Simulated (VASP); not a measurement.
Crystal: PrBe3Si.

```
Pr Be Si
1.0
    -2.60607    2.62296    2.91502
     2.60607   -2.62296    2.91502
     2.60607    2.62296   -2.91502
Pr Be Si
1 3 1
Direct
  0.50000 0.50000 0.00000
  0.31372 0.81372 0.50000
  0.68628 0.18628 0.50000
  0.00000 0.00000 0.00000
  0.00000 0.50000 0.50000
```

The cell was generated, and may not be a known phase.

| Property | Result |
| --- | --- |
| Program | VASP 6.6.1 |
| Task | relaxation of cell and atoms |
| Functional | PBE |
| Potentials or basis | VASP PAW PBE potentials, release 64 (Pr_3, Be, Si), 4f in core |
| Cutoff | 600 eV |
| k mesh | 4 × 4 × 4 |
| Occupations | gaussian, width 0.2 eV |
| Spin | no spin polarisation |

At the start: pressure 15.3 GPa; volume 15.94 Å³/atom.

**Question.** How do energy, volume and symmetry change on relaxing?

**Answer.** Over 7 steps the energy falls by 233.5 meV/atom and the volume is 18.49 Å³/atom (+16.0 %); space group Immm (No. 71, to 0.1 Å) before and after.

Step by step:
```tsv
step	energy change (eV)	largest force (eV/Å)	pressure (GPa)	volume (Å³)
1	0.0000	4.5032	15.29	79.70
2	-0.7060	1.3328	-3.80	98.09
3	-1.1206	0.0394	0.87	89.47
4	-1.1216	0.0199	1.08	89.22
5	-1.1218	0.0668	1.25	89.02
6	-1.1589	0.0089	0.49	90.85
7	-1.1673	0.0654	-0.04	92.46
```

Final structure:
```xyz
5
Lattice="-2.6621 2.7917 3.1101 2.6621 -2.7917 3.1101 2.6621 2.7917 -3.1101" Properties=species:S:1:pos:R:3 pbc="T T T"
Pr    0.0000    0.0000    3.1101
Be    2.6621    0.0000    2.0959
Be    0.0000    2.7917    1.0142
Be    0.0000    0.0000    0.0000
Si    2.6621    0.0000    0.0000
```

Caveat: the k points lie up to 0.39 Å⁻¹ apart in the final cell, too coarse for converged energies and pressures of a metal; the volume moved by over 15 % at a fixed basis, so the end points are rough; the relaxation stopped at a loose force limit of 0.08 eV/Å, so its end isn't a converged minimum.
